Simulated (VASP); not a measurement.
**AlNi: single point with LDA**

AlNi:

```
Al Ni
1.0
     2.89432    0.00000    0.00000
     0.00000    2.89432    0.00000
     0.00000    0.00000    2.89010
Al Ni
1 1
Cartesian
  0.0000 0.0000 0.0000
  1.4472 1.4472 1.4450
```

```json
{
  "Program": "VASP 6.6.1",
  "Task": "single point",
  "Functional": "LDA",
  "Potentials or basis": "VASP PAW LDA potentials, release 64 (Al, Ni)",
  "Cutoff": "600 eV",
  "k mesh": "20 × 20 × 18",
  "Occupations": "gaussian, width 0.1 eV",
  "Spin": "no spin polarisation"
}
```

The pressure is -9.9 GPa and the band gap on the k mesh is zero (an odd number of electrons rules out a gap without spin polarisation).

Levels at points of the mesh, in eV from the Fermi level:
| k point | band 5 | band 6 | band 7 | band 8 | band 9 | band 10 |
| --- | --- | --- | --- | --- | --- | --- |
| (0.00, 0.00, 0.00) | -1.54 | -1.54 | 5.40 | 5.40 | 5.45 | 8.18 |
| (0.50, 0.00, 0.00) | -2.23 | -1.45 | -0.66 | 8.36 | 9.91 | 9.96 |
| (0.50, 0.50, 0.00) | -2.06 | -2.06 | -1.02 | 1.43 | 2.41 | 12.02 |
| (0.00, 0.00, 0.50) | -2.23 | -1.45 | -0.65 | 8.36 | 9.91 | 9.91 |
| (0.50, 0.00, 0.50) | -2.06 | -2.06 | -1.02 | 1.44 | 2.42 | 11.99 |
| (0.50, 0.50, 0.50) | -0.99 | 2.05 | 2.05 | 2.05 | 3.49 | 4.43 |

It took 3.7 min on 1 thread of Oxide Virtual Turin-like Processor (shared host), peak memory 0.34 GiB.

Caveat: the cell stands under tension. Spin polarisation is off, so any magnetic state and its effect on volume and gap are missing.
